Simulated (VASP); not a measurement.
# Mg (Im-3m) in VASP: a series of runs

The runs below take Mg through relaxation of cell and atoms, single point, with PBEsol.

Program: VASP 6.6.1. These are calculated values, not measurements. Logs are shortened: lines on timing, memory, paths and dates and some standing lists are left out, and cuts for length are marked.

## (1) The cell of the first run

The structure is cubic, space group Im-3m (No. 229). Conventional cell: a = 3.310 Å, b = 3.310 Å, c = 3.310 Å, α = 90.00°, β = 90.00°, γ = 90.00°. Mg (site symmetry m-3m) has 14 Mg at 2.87 to 3.31 Å within 3.8 Å.

This isn't the form of Mg at room conditions, which is hcp.

## (2) Relaxation of cell and atoms, PBEsol, target pressure 12 GPa, at which the enthalpy is minimised

File INCAR:

```
SYSTEM = Mg
ALGO = Normal
EDIFF = 1E-7
EDIFFG = -0.004
ENCUT = 600
GGA = PS
IBRION = 2
ISIF = 3
ISMEAR = 0
LASPH = .True.
LCHARG = .False.
LREAL = .False.
LWAVE = .False.
NELM = 80
NSW = 70
PREC = Accurate
PSTRESS = 120.0
SIGMA = 0.1
```

File KPOINTS:

```
k-points
0
Gamma
  20 20 20
  0 0 0
```

File POSCAR:

```
Mg
1.0
   -1.6547765041      1.6547765041      1.6547765041
    1.6547765041     -1.6547765041      1.6547765041
    1.6547765041      1.6547765041     -1.6547765041
Mg
1
Direct
    0.0000000000      0.0000000000      0.0000000000
```

Potentials or basis: VASP PAW PBE potentials, release 64 (Mg).

Command:

```bash
$ cat potpaw_PBE.64/Mg/POTCAR > POTCAR
$ mpirun -np 1 vasp_std > vasp.out
```

OUTCAR:

```text
SYSTEM = Mg
   EDIFF = 1E-7
   EDIFFG = -0.004
   ENCUT = 600
   GGA = PS
   IBRION = 2
   ISIF = 3
   ISMEAR = 0
   LASPH = .True.
   LREAL = .False.
   NELM = 80
   NSW = 70
   PREC = Accurate
   PSTRESS = 120.0

 ion  position               nearest neighbor table
   1  0.000  0.000  0.000-

  LATTYP: Found a body centered cubic cell.
 ALAT       =     3.3095530082

  Lattice vectors:

 A1 = (  -1.6547765041,   1.6547765041,   1.6547765041)
 A2 = (   1.6547765041,  -1.6547765041,   1.6547765041)
 A3 = (   1.6547765041,   1.6547765041,  -1.6547765041)

Analysis of symmetry for initial positions (statically):
=====================================================================
 Subroutine PRICEL returns:
 Original cell was already a primitive cell.

 Routine SETGRP: Setting up the symmetry group for a
 body centered cubic supercell.

 Subroutine GETGRP returns: Found 48 space group operations
 (whereof 48 operations were pure point group operations)
 out of a pool of 48 trial point group operations.

The static configuration has the point symmetry O_h .

Analysis of symmetry for dynamics (positions and initial velocities):
=====================================================================
 Subroutine PRICEL returns:
 Original cell was already a primitive cell.

 Routine SETGRP: Setting up the symmetry group for a
 body centered cubic supercell.

 Subroutine GETGRP returns: Found 48 space group operations
 (whereof 48 operations were pure point group operations)
 out of a pool of 48 trial point group operations.

The dynamic configuration has the point symmetry O_h .

 Subroutine INISYM returns: Found 48 space group operations
 (whereof 48 operations are pure point group operations),
 and found     1 'primitive' translations

----------------------------------------------------------------------------------------

                                     Primitive cell

  volume of cell :      18.1250

  direct lattice vectors                    reciprocal lattice vectors
    -1.654776504  1.654776504  1.654776504     0.000000000  0.302155608  0.302155608
     1.654776504 -1.654776504  1.654776504     0.302155608  0.000000000  0.302155608
     1.654776504  1.654776504 -1.654776504     0.302155608  0.302155608  0.000000000

  length of vectors
     2.866156980  2.866156980  2.866156980     0.427312558  0.427312558  0.427312558

  position of ions in fractional coordinates (direct lattice)
     0.000000000  0.000000000  0.000000000

  ion indices of the primitive-cell ions
   primitive index   ion index
                 1           1

----------------------------------------------------------------------------------------

 KPOINTS: k-points

Automatic generation of k-mesh.
 Grid dimensions read from file:
 generate k-points for:   20   20   20

 Generating k-lattice:

  Cartesian coordinates                     Fractional coordinates (reciprocal lattice)
     0.000000000  0.015107780  0.015107780     0.050000000  0.000000000  0.000000000
     0.015107780  0.000000000  0.015107780     0.000000000  0.050000000  0.000000000
     0.015107780  0.015107780  0.000000000     0.000000000  0.000000000  0.050000000

  Length of vectors
     0.021365628  0.021365628  0.021365628

  Shift w.r.t. Gamma in fractional coordinates (k-lattice)
     0.000000000  0.000000000  0.000000000

 Subroutine IBZKPT returns following result:
 ===========================================

 Found    256 irreducible k-points:

 Following reciprocal coordinates:
            Coordinates               Weight
  0.000000  0.000000  0.000000      1.000000
  0.050000  0.000000  0.000000     12.000000
  0.100000  0.000000  0.000000     12.000000
  0.150000  0.000000  0.000000     12.000000
  0.200000  0.000000  0.000000     12.000000
  0.250000  0.000000  0.000000     12.000000
[... 16 lines left out ...]
  0.200000  0.100000  0.000000     48.000000
  0.250000  0.100000  0.000000     48.000000
 [... further k-points ...]
   k-points           NKPTS =    256   k-points in BZ     NKDIM =    256   number of bands    NBANDS=      5
   number of dos      NEDOS =    301   number of ions     NIONS =      1
   total plane-waves  NPLWV =  13824
   dimension x,y,z NGX =    24 NGY =   24 NGZ =   24
   dimension x,y,z NGXF=    48 NGYF=   48 NGZF=   48
   ions per type =               1
   NGX,Y,Z   is equivalent  to a cutoff of  13.92, 13.92, 13.92 a.u.
   NGXF,Y,Z  is equivalent  to a cutoff of  27.84, 27.84, 27.84 a.u.
 SYSTEM =  Mg
   PREC   = accura    normal or accurate (medium, high low for compatibility)
   ISTART =      0    job   : 0-new  1-cont  2-samecut
   ICHARG =      2    charge: 1-file 2-atom 10-const
   ISPIN  =      1    spin polarized calculation?
   LNONCOLLINEAR =      F non collinear calculations
   LSORBIT =      F    spin-orbit coupling
   LASPH  =      T    aspherical Exc in radial PAW
   ENCUT  =  600.0 eV  44.10 Ry    6.64 a.u.   5.72  5.72  5.72*2*pi/ulx,y,z
   NELM   =     80;   NELMIN=  2; NELMDL= -5     # of ELM steps
   EDIFF  = 0.1E-06   stopping-criterion for ELM
   LREAL  =      F    real-space projection
   EDIFFG = -.4E-02   stopping-criterion for IOM
   NSW    =     70    number of steps for IOM
   IBRION =      2    ionic relax: 0-MD 1-quasi-New 2-CG
   NFREE  =      1    steps in history (QN), initial steepest desc. (CG)
   ISIF   =      3    stress and relaxation
   ISYM   =      2    0-nonsym 1-usesym 2-fastsym
   POTIM  = 0.5000    time-step for ionic-motion
   TEBEG  =    0.0;   TEEND  =   0.0 temperature during run
   PSTRESS=  120.0 pullay stress
   NELECT =       2.0000    total number of electrons
   NUPDOWN=      -1.0000    fix difference up-down
   EMIN   =  10.00;   EMAX   =-10.00  energy-range for DOS
   EFERMI =   0.00;   METHOD = LEGACY
   ISMEAR =     0;   SIGMA  =   0.10  broadening in eV -4-tet -1-fermi 0-gaus
   EFERMI_NEDOS =   21; number of points for ismear=-14 and -15
   IALGO  =     38    algorithm
   IMIX   =      4    mixing-type and parameters
     AMIX     =   0.40;   BMIX     =  1.00
     AMIX_MAG =   1.60;   BMIX_MAG =  1.00
  volume/ion in A,a.u.               =      18.13       122.31
  Fermi-wavevector in a.u.,A,eV,Ry     =   0.785221  1.483853  8.388981  0.616573
  Thomas-Fermi vector in A             =   1.889513
   LORBIT       =      0    0 simple, 1 ext, 2 COOP (PROOUT), +10 PAW based schemes
   GGA     = PS    functional components
   LHFCALC =     F    Hartree Fock is set to
   AEXX    =    0.0000 exact exchange contribution
   IVDW    =     0    specifies the selected vdW correction
   LEPSILON=     F    determine dielectric tensor
   LRPA    =     F    only Hartree local field effects (RPA)
 conjugate gradient relaxation of ions
 non-spin polarized calculation
 Gauss-broadening in eV      SIGMA  =   0.10
  energy-cutoff  :      600.00
  volume of cell :       18.13
 maximum number of plane-waves:       620
   NGX = 11   NGY = 11   NGZ = 11

--------------------------------------- Ionic step        1  -------------------------------------------

 number of electron       2.0000000 magnetization

 Free energy of the ion-electron system (eV)
  ---------------------------------------------------
  ext. energy  EPLUGINS =         0.00000000
  ---------------------------------------------------
  free energy    TOTEN  =        -1.56101696 eV

  energy without entropy =       -1.55977561  energy(sigma->0) =       -1.56039629

------------------------ aborting loop because EDIFF is reached ----------------------------------------

  FORCE on cell =-STRESS in cart. coord.  units (eV):
  Direction    XX          YY          ZZ          XY          YZ          ZX
  --------------------------------------------------------------------------------------
  -------------------------------------------------------------------------------------
  Total        1.3717305      1.3717305      1.3717305      0.0000000      0.0000000      0.0000000
  in kB      121.2554742    121.2554742    121.2554742      0.0000000      0.0000000      0.0000000
  external PRESSURE =       1.2554742 kB  Pullay stress =     120.0000000 kB
[... 59 lines left out ...]
  enthalpy is  TOTEN    =        -0.2034987700 eV   P V=        1.3603200521

--------------------------------------- Ionic step        3  -------------------------------------------

 number of electron       2.0000000 magnetization

 Free energy of the ion-electron system (eV)
  ---------------------------------------------------
  ext. energy  EPLUGINS =         0.00000000
  ---------------------------------------------------
  free energy    TOTEN  =        -1.56310709 eV

  energy without entropy =       -1.56186260  energy(sigma->0) =       -1.56248484

 E-fermi :   4.0327     XC(G=0):  -9.3077

 val. band max:        4.0228432184   @ k =   0.4500   0.0000   0.0000
 cond. band min:       4.0640875916   @ k =   0.3000   0.2000   0.2000
 fundamental gap:      0.0412443732
 Fermi energy:         4.0327189156

 k-point     1 :       0.0000    0.0000    0.0000
  band No.  band energies     occupation
      1      -4.0644      2.00000
      2      18.6167      0.00000
      3      18.6167      0.00000
      4      18.6167      0.00000
      5      20.9114      0.00000

 k-point     2 :       0.0500    0.0000    0.0000
  band No.  band energies     occupation
      1      -3.9955      2.00000
      2      17.8783      0.00000
      3      18.2347      0.00000
      4      18.4127      0.00000
      5      20.1833      0.00000
[... 169 lines left out ...]
 k-point    24 :       0.2500    0.1000    0.0000
  band No.  band energies     occupation
      1      -1.4228      2.00000
      2       8.7661      0.00000
      3      12.4564      0.00000
      4      15.4494      0.00000
      5      17.7735      0.00000

 [... further k-points ...]

------------------------ aborting loop because EDIFF is reached ----------------------------------------

  FORCE on cell =-STRESS in cart. coord.  units (eV):
  Direction    XX          YY          ZZ          XY          YZ          ZX
  --------------------------------------------------------------------------------------
  -------------------------------------------------------------------------------------
  Total        1.3598279      1.3598279      1.3598279      0.0000000      0.0000000     -0.0000000
  in kB      120.0194822    120.0194822    120.0194822      0.0000000      0.0000000     -0.0000000
  external PRESSURE =       0.0194822 kB  Pullay stress =     120.0000000 kB
[... 16 lines left out ...]
  FREE ENERGIE OF THE ION-ELECTRON SYSTEM (eV)
  ---------------------------------------------------
  free  energy   TOTEN  =        -1.5631070911 eV

  energy  without entropy=       -1.5618625950  energy(sigma->0) =       -1.56248484

  enthalpy is  TOTEN    =        -0.2034999605 eV   P V=        1.3596071306

 reached required accuracy - stopping structural energy minimisation
```

Wall time 14 s (1 thread of Intel Xeon Platinum 8488C (Sapphire Rapids), shared host); peak memory 0.16 GiB.

What came out:

| Quantity | Value |
| --- | --- |
| Free energy | -1.5631 eV |
| Relaxed volume | 18.15 Å³/atom |
| Relaxed cell | a = 2.868 Å, b = 2.868 Å, c = 2.868 Å, α = 109.47°, β = 109.47°, γ = 109.47° |
| Space group after relaxing (to 0.1 Å) | Im-3m (No. 229) |
| Energy change on relaxing (the run minimises the enthalpy) | -2.1 meV/atom |
| Ionic steps | 3 |
| Pressure after relaxing | 12.0 GPa |
| Band gap on the k mesh | zero (bands 1 and 2 overlap by 4.92 eV) |

The path:
```csv
step,energy change (eV),largest force (eV/Å),pressure (GPa),volume (Å³)
1,0.0000,0.0000,12.13,18.13
2,-0.0028,0.0000,11.96,18.16
3,-0.0021,0.0000,12.00,18.15
```

Final structure:
```
CELL_PARAMETERS angstrom
-1.65562 1.65562 1.65562
1.65562 -1.65562 1.65562
1.65562 1.65562 -1.65562
ATOMIC_POSITIONS crystal
Mg 0.00000 0.00000 0.00000
```

Levels at points of the mesh, in eV from the Fermi level:
```csv
k point,band 1,band 2,band 3,band 4,band 5
"(0.00, 0.00, 0.00)",-8.10,14.58,14.58,14.58,16.88
"(0.50, 0.00, 0.00)",-1.91,-0.96,9.41,11.25,11.77
"(0.50, 0.50, 0.50)",3.97,3.97,4.55,4.55,4.55
```

Caveat: the cell is relaxed towards a set pressure, so the run minimises the enthalpy, not the energy; the PAW data sets were made with another functional, which shifts forces and pressure a little.

## (3) Relaxation of cell and atoms, PBEsol, target pressure 1e-06 GPa, at which the enthalpy is minimised

File INCAR:

```
  PREC = Accurate
  ENCUT = 600
  EDIFF = 1E-6
  ISMEAR = 0
  SIGMA = 0.1
  LREAL = F
  LASPH = T
  NELM = 100
  ALGO = Fast
  ISIF = 3
  LWAVE = F
  LCHARG = F
  GGA = PS
  IBRION = 2
  NSW = 70
  EDIFFG = -0.004
  PSTRESS = 9.999999999999999e-06
```

File KPOINTS:

```
regular mesh
0
Gamma
  20 20 20
```

POSCAR is that of step 2.

Potentials or basis: VASP PAW PBE potentials, release 64 (Mg).

Command:

```bash
$ cat potpaw_PBE.64/Mg/POTCAR > POTCAR
$ mpirun -np 1 vasp_std > vasp.out
```

It took 46 s on 1 thread of Intel Xeon Platinum 8488C (Sapphire Rapids), shared host; peak memory 0.17 GiB.

The run converged. Its results:

| Quantity | Value |
| --- | --- |
| Free energy | -1.6975 eV |
| Relaxed volume | 22.42 Å³/atom |
| Relaxed cell | a = 3.077 Å, b = 3.077 Å, c = 3.077 Å, α = 109.47°, β = 109.47°, γ = 109.47° |
| Space group after relaxing (to 0.1 Å) | Im-3m (No. 229) |
| Energy change on relaxing (the run minimises the enthalpy) | -136.5 meV/atom |
| Ionic steps | 19 |
| Pressure after relaxing | 0.0 GPa |
| Band gap on the k mesh | zero (bands 1 and 2 overlap by 4.83 eV) |

The path:
| step | energy change (eV) | largest force (eV/Å) | pressure (GPa) | volume (Å³) |
| --- | --- | --- | --- | --- |
| 1 | 0.0000 | 0.0000 | 12.13 | 18.13 |
| 2 | -0.1354 | 0.0000 | 0.81 | 21.97 |
| 3 | -0.1365 | 0.0000 | -0.11 | 22.50 |
| 4 | -0.1365 | 0.0000 | 0.04 | 22.41 |
| 5 | -0.1365 | 0.0000 | 0.04 | 22.41 |
| 6 | -0.1365 | 0.0000 | 0.04 | 22.41 |
| 7 | -0.1365 | 0.0000 | 0.04 | 22.41 |
| 8 | -0.1365 | 0.0000 | 0.04 | 22.41 |
| 9 | -0.1365 | 0.0000 | 0.04 | 22.41 |
| 10 | -0.1365 | 0.0000 | 0.04 | 22.41 |
| 11 | -0.1365 | 0.0000 | 0.04 | 22.41 |
| 12 | -0.1365 | 0.0000 | 0.04 | 22.41 |
| 13 | -0.1365 | 0.0000 | 0.04 | 22.41 |
| 14 | -0.1365 | 0.0000 | 0.04 | 22.41 |
| 15 | -0.1365 | 0.0000 | 0.04 | 22.41 |
| 16 | -0.1365 | 0.0000 | 0.04 | 22.41 |
| 17 | -0.1365 | 0.0000 | 0.03 | 22.41 |
| 18 | -0.1365 | 0.0000 | 0.03 | 22.41 |
| 19 | -0.1365 | 0.0000 | 0.02 | 22.42 |

Final structure:
```
CELL_PARAMETERS angstrom
-1.77632 1.77632 1.77632
1.77632 -1.77632 1.77632
1.77632 1.77632 -1.77632
ATOMIC_POSITIONS crystal
Mg 0.00000 0.00000 0.00000
```

Levels at points of the mesh, in eV from the Fermi level:
| k point | band 1 | band 2 | band 3 | band 4 | band 5 |
| --- | --- | --- | --- | --- | --- |
| (0.00, 0.00, 0.00) | -7.09 | 13.12 | 13.12 | 13.12 | 15.16 |
| (0.50, 0.00, 0.00) | -1.56 | -0.95 | 8.66 | 9.46 | 10.31 |
| (0.50, 0.50, 0.50) | 3.88 | 3.88 | 3.88 | 3.97 | 3.97 |

Caveat: the cell is relaxed towards a set pressure, so the run minimises the enthalpy, not the energy; the volume moved by over 15 % at a fixed basis, so the end points are rough; the PAW data sets were made with another functional, which shifts forces and pressure a little.

(Part 1 of 2 ends here.)
